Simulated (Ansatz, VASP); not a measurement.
Two plane-wave programs on C

INCAR

```
SYSTEM = C
PREC     = Accurate       ! precision mode
ENCUT    = 520            ! plane-wave cutoff, eV
EDIFF    = 1E-6           ! SCF threshold, eV
ISMEAR   = 0              ! smearing method
SIGMA    = 0.1            ! smearing width, eV
LREAL    = .False.        ! projectors in reciprocal space
LASPH    = .True.         ! aspherical terms in the spheres
NELM     = 60             ! most SCF steps
ALGO     = Normal         ! electronic algorithm
ISIF     = 2              ! what is computed and relaxed
LWAVE    = .False.        ! write WAVECAR
LCHARG   = .False.        ! write CHGCAR
LDIPOL   = .True.       
IDIPOL   = 3            
DIPOL    = 0.5 0.5 0.352
GGA      = PE             ! functional
IVDW     = 12             ! dispersion correction
NBANDS   = 16             ! bands
```

KPOINTS

```
Automatic mesh
0
Gamma
  15 15 1
  0 0 0
```

The input POSCAR:

```
C
1.0
    2.4657189596      0.0000000000      0.0000000000
   -1.2328594798      2.1353752576      0.0000000000
    0.0000000000      0.0000000000     17.5000000000
C
4
Direct
    0.3333333333      0.6666666667      0.2571428571
    0.6666666667      0.3333333333      0.2571428571
    0.5000000000      1.0000000000      0.4462857143
    0.8333333333      0.6666666667      0.4462857143
```

Input for Ansatz:

```yaml
crystal:
  lattice:
    - [2.4657189596, 0.0, 0.0]
    - [-1.2328594798, 2.1353752576, 0.0]
    - [0.0, 0.0, 17.5]
  atoms:
    - { symbol: C, position: [0.3333333333, 0.6666666667, 0.2571428571] }
    - { symbol: C, position: [0.6666666667, 0.3333333333, 0.2571428571] }
    - { symbol: C, position: [0.5, 1.0, 0.4462857143] }
    - { symbol: C, position: [0.8333333333, 0.6666666667, 0.4462857143] }
basis:
  ecutwfc: 420
kpoints:
  mp_grid: { grid: [15, 15, 1] }
hamiltonian:
  xc: pbe
  dispersion: d3bj
scf:
  occupations: { method: gaussian, width: 0.1 }
output:
  forces: true
  eigenvalues: true
efield:
  axis: 3
  dipole_correction: true
  ramp_width: 0.04
```

Alike in both runs: task single point; functional PBE; dispersion D3(BJ); k mesh 15 × 15 × 1; occupations gaussian, width 0.1 eV; no spin polarisation.

|  | VASP | Ansatz |
| --- | --- | --- |
| version | VASP 6.6.1 | Ansatz 0.2.0 |
| potentials or method | VASP PAW PBE potentials, release 64 (C), cutoff 520 eV | scalar-relativistic, plane waves, PAW |
| valence electrons in the cell | 16 | 16 |

```tsv
	VASP	Ansatz	Ansatz less VASP
gap on the k mesh at the Fermi level (eV)	0.48	0.48	0.000
least direct gap on the mesh (eV)	0.48	0.48	0.000
rms of the force components (eV/Å)	0.022	0.022	-0.0002
```

Atom by atom the forces differ by 0.000 eV/Å (rms over components).
